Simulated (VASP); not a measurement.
# MgCd3Te4 in VASP: further runs, part 3 of 3

VASP 6.6.1. Earlier steps stand in the parts before.

### Step 6. Single point, PBE

INCAR reads:

```
ALGO = Normal
EDIFF = 1E-7
ENCUT = 520
GGA = PE
ISIF = 2
ISMEAR = 0
LASPH = T
LCHARG = F
LREAL = F
LWAVE = F
NBANDS = 41
NELM = 60
PREC = Accurate
SIGMA = 0.02
```

KPOINTS reads:

```
k-points
0
Gamma
  6 6 2
```

POSCAR reads:

```
MgCd3Te4
1.0
    4.6695673076      0.0000000000      0.0000000000
    0.0000000000      4.6695673076      0.0000000000
    0.0000000000      0.0000000000     13.1342200676
Mg Cd Te
1 3 4
Direct
    0.0000000000      0.0000000000      0.0000000000
    0.5000000000      0.5000000000      0.2475152446
    0.0000000000      0.0000000000      0.5000000000
    0.5000000000      0.5000000000      0.7524847554
    0.5000000000      0.0000000000      0.1207170131
    0.0000000000      0.5000000000      0.3737790566
    0.5000000000      0.0000000000      0.6262209434
    0.0000000000      0.5000000000      0.8792829869
```

Potentials or basis: VASP PAW PBE potentials, release 64 (Mg, Cd, Te).

Started as:

```sh
> cat potpaw_PBE.64/Mg/POTCAR potpaw_PBE.64/Cd/POTCAR potpaw_PBE.64/Te/POTCAR > POTCAR
> mpirun -np 1 vasp_std > vasp.out
```

OUTCAR:

```text
EDIFF = 1E-7
   ENCUT = 520
   GGA = PE
   ISIF = 2
   ISMEAR = 0
   LASPH = T
   LREAL = F
   NELM = 60
   PREC = Accurate

 ion  position               nearest neighbor table
   1  0.000  0.000  0.000-   5 2.82   8 2.82   8 2.82   5 2.82
   2  0.500  0.500  0.248-   6 2.86   6 2.86   5 2.87   5 2.87
   3  0.000  0.000  0.500-   6 2.86   7 2.86   6 2.86   7 2.86
   4  0.500  0.500  0.752-   7 2.86   7 2.86   8 2.87   8 2.87
   5  0.500  0.000  0.121-   1 2.82   1 2.82   2 2.87   2 2.87
   6  0.000  0.500  0.374-   3 2.86   3 2.86   2 2.86   2 2.86
   7  0.500  0.000  0.626-   3 2.86   3 2.86   4 2.86   4 2.86
   8  0.000  0.500  0.879-   1 2.82   1 2.82   4 2.87   4 2.87

  LATTYP: Found a simple tetragonal cell.
 ALAT       =     4.6695673076
 C/A-ratio  =     2.8127274333

  Lattice vectors:

 A1 = (   4.6695673076,   0.0000000000,   0.0000000000)
 A2 = (   0.0000000000,   4.6695673076,   0.0000000000)
 A3 = (   0.0000000000,   0.0000000000,  13.1342200676)

Analysis of symmetry for initial positions (statically):
=====================================================================
 Subroutine PRICEL returns:
 Original cell was already a primitive cell.

 Routine SETGRP: Setting up the symmetry group for a
 simple tetragonal supercell.

 Subroutine GETGRP returns: Found  8 space group operations
 (whereof  8 operations were pure point group operations)
 out of a pool of 16 trial point group operations.

The static configuration has the point symmetry D_2d.

Analysis of symmetry for dynamics (positions and initial velocities):
=====================================================================
 Subroutine PRICEL returns:
 Original cell was already a primitive cell.

 Routine SETGRP: Setting up the symmetry group for a
 simple tetragonal supercell.

 Subroutine GETGRP returns: Found  8 space group operations
 (whereof  8 operations were pure point group operations)
 out of a pool of 16 trial point group operations.

[... 131 lines left out ...]
   LORBIT       =      0    0 simple, 1 ext, 2 COOP (PROOUT), +10 PAW based schemes
   GGA     = PE    functional components
   LHFCALC =     F    Hartree Fock is set to
   AEXX    =    0.0000 exact exchange contribution
   IVDW    =     0    specifies the selected vdW correction
   LEPSILON=     F    determine dielectric tensor
   LRPA    =     F    only Hartree local field effects (RPA)
 non-spin polarized calculation
 Gauss-broadening in eV      SIGMA  =   0.02
  energy-cutoff  :      520.00
  volume of cell :      286.39
 maximum number of plane-waves:      7761
 NGX is ok and might be reduce to    36
   NGX = 17   NGY = 17   NGZ = 49

 number of electron      62.0000000 magnetization

 Free energy of the ion-electron system (eV)
  ---------------------------------------------------
  ext. energy  EPLUGINS =         0.00000000
  ---------------------------------------------------
  free energy    TOTEN  =       -20.82352109 eV

  energy without entropy =      -20.82352109  energy(sigma->0) =      -20.82352109

 E-fermi :   1.9141     XC(G=0):  -8.1775

 val. band max:        1.7953751232   @ k =   0.0000   0.0000   0.0000
 cond. band min:       2.7509815735   @ k =   0.0000   0.0000   0.0000
 fundamental gap:      0.9556064503
 Fermi energy:         1.9141070893

 k-point     1 :       0.0000    0.0000    0.0000
  band No.  band energies     occupation
      1      -8.8898      2.00000
      2      -8.6425      2.00000
      3      -8.6325      2.00000
      4      -8.3131      2.00000
      5      -6.1701      2.00000
      6      -6.1701      2.00000
[... 869 lines left out ...]
     40       9.1255      0.00000
     41       9.1330      0.00000

------------------------ aborting loop because EDIFF is reached ----------------------------------------

  FORCE on cell =-STRESS in cart. coord.  units (eV):
  Direction    XX          YY          ZZ          XY          YZ          ZX
  --------------------------------------------------------------------------------------
  -------------------------------------------------------------------------------------
  Total        0.0959798      0.0959798      0.1393610      0.0000000      0.0000000      0.0000000
  in kB        0.5369490      0.5369490      0.7796402      0.0000000      0.0000000      0.0000000
  external PRESSURE =       0.6178461 kB  Pullay stress =       0.0000000 kB

 VOLUME and BASIS-vectors are now :
 -----------------------------------------------------------------------------
  energy-cutoff  :      520.00
  volume of cell :      286.39
      direct lattice vectors                 reciprocal lattice vectors
     4.669567308  0.000000000  0.000000000     0.214152604  0.000000000  0.000000000
     0.000000000  4.669567308  0.000000000     0.000000000  0.214152604  0.000000000
     0.000000000  0.000000000 13.134220068     0.000000000  0.000000000  0.076136991

 POSITION                                       TOTAL-FORCE (eV/Angst)
 -----------------------------------------------------------------------------------
      0.00000      0.00000      0.00000         0.000000     -0.000000      0.000000
      2.33478      2.33478      3.25092         0.000000     -0.000000     -0.000131
      0.00000      0.00000      6.56711         0.000000     -0.000000      0.000000
      2.33478      2.33478      9.88330        -0.000000     -0.000000      0.000131
      2.33478      0.00000      1.58552         0.000000     -0.000000     -0.016518
      0.00000      2.33478      4.90930         0.000000     -0.000000     -0.000477
      2.33478      0.00000      8.22492         0.000000     -0.000000      0.000477
      0.00000      2.33478     11.54870         0.000000      0.000000      0.016518
 -----------------------------------------------------------------------------------
    total drift:                                0.000000      0.000000      0.000000

  FREE ENERGIE OF THE ION-ELECTRON SYSTEM (eV)
  ---------------------------------------------------
  free  energy   TOTEN  =       -20.8235210917 eV

  energy  without entropy=      -20.8235210917  energy(sigma->0) =      -20.82352109
```

OSZICAR:

```text
N       E                     dE             d eps       ncg     rms          rms(c)
DAV:   1     0.370783034773E+03    0.37078E+03   -0.26110E+04  1640   0.127E+03
DAV:   2     0.153058204737E+01   -0.36925E+03   -0.35445E+03  1879   0.289E+02
DAV:   3    -0.213613897142E+02   -0.22892E+02   -0.22743E+02  1936   0.705E+01
DAV:   4    -0.217558483312E+02   -0.39446E+00   -0.39418E+00  2005   0.849E+00
DAV:   5    -0.217610754359E+02   -0.52271E-02   -0.52267E-02  1996   0.108E+00    0.884E+00
DAV:   6    -0.208764215197E+02    0.88465E+00   -0.18424E+00  1840   0.934E+00    0.727E+00
DAV:   7    -0.208169113861E+02    0.59510E-01   -0.79342E-01  1927   0.333E+00    0.279E+00
DAV:   8    -0.208222472806E+02   -0.53359E-02   -0.57401E-02  1759   0.178E+00    0.108E+00
DAV:   9    -0.208235232360E+02   -0.12760E-02   -0.71106E-03  1898   0.567E-01    0.312E-01
DAV:  10    -0.208232957359E+02    0.22750E-03   -0.22823E-03  1819   0.299E-01    0.113E-01
DAV:  11    -0.208234319557E+02   -0.13622E-03   -0.40684E-04  1892   0.969E-02    0.374E-02
DAV:  12    -0.208234848977E+02   -0.52942E-04   -0.42258E-05  1869   0.274E-02    0.214E-02
DAV:  13    -0.208235143832E+02   -0.29485E-04   -0.33483E-05  1796   0.334E-02    0.768E-03
DAV:  14    -0.208235213398E+02   -0.69566E-05   -0.11517E-05  1907   0.129E-02    0.107E-02
DAV:  15    -0.208235211583E+02    0.18146E-06   -0.23816E-06  1871   0.738E-03    0.199E-03
DAV:  16    -0.208235210917E+02    0.66630E-07   -0.38465E-07  1722   0.253E-03
   1 F= -.20823521E+02 E0= -.20823521E+02  d E =-.154962E-18
```

Run time: 3.3 min. Hardware: 1 thread of Intel Xeon Platinum 8488C (Sapphire Rapids), shared host; peak memory 0.48 GiB.

Results:

```yaml
Free_energy: -20.8235 eV
Pressure: 0.1 GPa
Largest_force: 0.017 eV/Å
Band_gap_on_the_k_mesh: 0.96 eV
```

Forces in eV/Å, atoms in the order of the input:
```
Mg   0.000  0.000  0.000
Cd   0.000  0.000  0.000
Cd   0.000  0.000  0.000
Cd   0.000  0.000  0.000
Te   0.000  0.000 -0.017
Te   0.000  0.000  0.000
Te   0.000  0.000  0.000
Te   0.000  0.000  0.017
```

Caveat: spin-orbit coupling is left out, which moves the levels of the heavy elements.

### Step 7. Overview

```tsv
cell	k mesh	smearing	gap on the mesh (eV)	pressure (GPa)	largest force (eV/Å)
a = 4.670, b = 4.670, c = 13.134 Å, 8 atoms, atomic positions A	4 × 4 × 1	gaussian 0.1 eV	0.95	0.1	0.03
a = 4.315, b = 4.315, c = 12.205 Å, 8 atoms, atomic positions B	4 × 4 × 2	gaussian 0.1 eV	1.72	14.2	0.71
a = 4.685, b = 4.692, c = 13.039 Å, 8 atoms, atomic positions A	4 × 4 × 1	gaussian 0.1 eV	0.95	0.1	0.01
a = 4.673, b = 4.673, c = 13.064 Å, 8 atoms, atomic positions A	4 × 4 × 2	gaussian 0.1 eV	0.97	0.3	0.02
a = 4.670, b = 4.670, c = 13.134 Å, 8 atoms, atomic positions A	6 × 6 × 2	gaussian 0.02 eV	0.96	0.1	0.02
```

Alike in all rows: task single point; level PBE; potentials or basis VASP PAW PBE potentials, release 64 (Mg, Cd, Te); no spin polarisation; cutoff (eV) 520.

Caveats: some runs use coarse meshes; spin-orbit coupling is left out, which moves the levels of the heavy elements; the cell stands under pressure (at least some runs).

Absolute energies hang on the potentials; compare differences alone.
